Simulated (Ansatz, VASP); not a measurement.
**Two plane-wave programs on MgO2**

INCAR

```
SYSTEM = MgO2
PREC = Accurate
ENCUT = 520
EDIFF = 1E-7
ISMEAR = 0
SIGMA = 0.05
LREAL = .FALSE.
LASPH = .TRUE.
NELM = 100
ALGO = Normal
ISIF = 2
LWAVE = .FALSE.
LCHARG = .FALSE.
GGA = PS
NBANDS = 14
```

The input KPOINTS:

```
regular mesh
0
G
  12 12 12
  0 0 0
```

File POSCAR:

```
MgO2
1.0
    1.4763801347      0.8523884682      3.3542197199
   -1.4763801347      0.8523884682      3.3542197199
    0.0000000000     -1.7047769364      3.3542197199
Mg O
1 2
Direct
    0.0000000000      0.0000000000      0.0000000000
    0.4287860000      0.4287860000      0.4287860000
    0.5712140000      0.5712140000      0.5712140000
```

Input for Ansatz:

```yaml
crystal:
  lattice:
    - [1.4763801347, 0.8523884682, 3.3542197199]
    - [-1.4763801347, 0.8523884682, 3.3542197199]
    - [0.0, -1.7047769364, 3.3542197199]
  atoms:
    - { symbol: Mg, position: [0.0, 0.0, 0.0] }
    - { symbol: O, position: [0.428786, 0.428786, 0.428786] }
    - { symbol: O, position: [0.571214, 0.571214, 0.571214] }
basis:
  ecutwfc: 420
kpoints:
  mp_grid: { grid: [12, 12, 12] }
hamiltonian:
  xc: pbesol
scf:
  occupations: { method: gaussian, width: 0.05 }
output:
  forces: true
  stress: true
  eigenvalues: true
```

Change from the starting cell: strain -0.080 along x and y, -0.040 along z, atoms carried along.

Alike in both runs: task single point; functional PBEsol; k mesh 12 × 12 × 12; occupations gaussian, width 0.05 eV; no spin polarisation.

```csv
,VASP,Ansatz
version,VASP 6.6.1,Ansatz 0.2.0
potentials or method,"VASP PAW PBE potentials, release 64 (Mg, O), cutoff 520 eV","scalar-relativistic, plane waves, PAW"
valence electrons in the cell,14,22
```

Ansatz gave:

| Item | Value |
| --- | --- |
| gap on the k mesh at the Fermi level (eV) | 2.85 |
| least direct gap on the mesh (eV) | 2.85 |
| pressure (GPa) | 30.5 |
| traceless stress, the component that is largest in VASP (GPa) | -3.19 |
| rms of the force components (eV/Å) | 0.252 |

Q: What did VASP give for the same quantities?

A: gap on the k mesh at the Fermi level (eV): 2.82; least direct gap on the mesh (eV): 2.82; pressure (GPa): 30.9; traceless stress, the component that is largest in VASP (GPa): -1.80; rms of the force components (eV/Å): 0.152.

VASP's potentials were made for PBE, not for PBEsol. Atom by atom the forces differ by 0.100 eV/Å (rms over components). Both programs put the cell under a high pressure, so it lies far from rest at this level. The functional is the same, so the differences come from potentials, cutoffs and numerics. VASP's potentials hold 14 valence electrons a cell and Ansatz's 22, so a difference there can come from the potentials and not from the codes.
